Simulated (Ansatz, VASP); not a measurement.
## Ir: VASP beside Ansatz

```
Ir
1.0
    -0.00960    1.91970    1.91970
     1.91970   -0.00960    1.91970
     1.91010    1.91010    0.00000
Ir
1
Direct
  0.00000 0.00000 0.00000
```

Change from the starting cell: strain -0.0100 x Voigt [0, 0, 0, 0, 0, 1], atoms carried along.

Alike in both runs: task single point; functional PBEsol; k mesh 22 × 22 × 22; occupations gaussian, width 0.15 eV; no spin polarisation.

|  | VASP | Ansatz |
| --- | --- | --- |
| version | VASP 6.6.1 | Ansatz 0.2.0 |
| potentials or method | VASP PAW PBE potentials, release 64 (Ir), cutoff 520 eV | scalar-relativistic, plane waves, PAW |
| valence electrons in the cell | 9 | 17 |

```tsv
	VASP	Ansatz	Ansatz less VASP
gap on the k mesh at the Fermi level (eV)	none	none	-
pressure (GPa)	-1.7	-2.5	-0.80
traceless stress, the component that is largest in VASP (GPa)	2.75	2.75	-0.007
```

VASP's potentials were made for PBE, not for PBEsol. A gap of «none» marks a metal or a gap that the smearing closes. VASP's potentials hold 9 valence electrons a cell and Ansatz's 17, so a difference there can come from the potentials and not from the codes.

Neither program's run includes spin-orbit coupling.
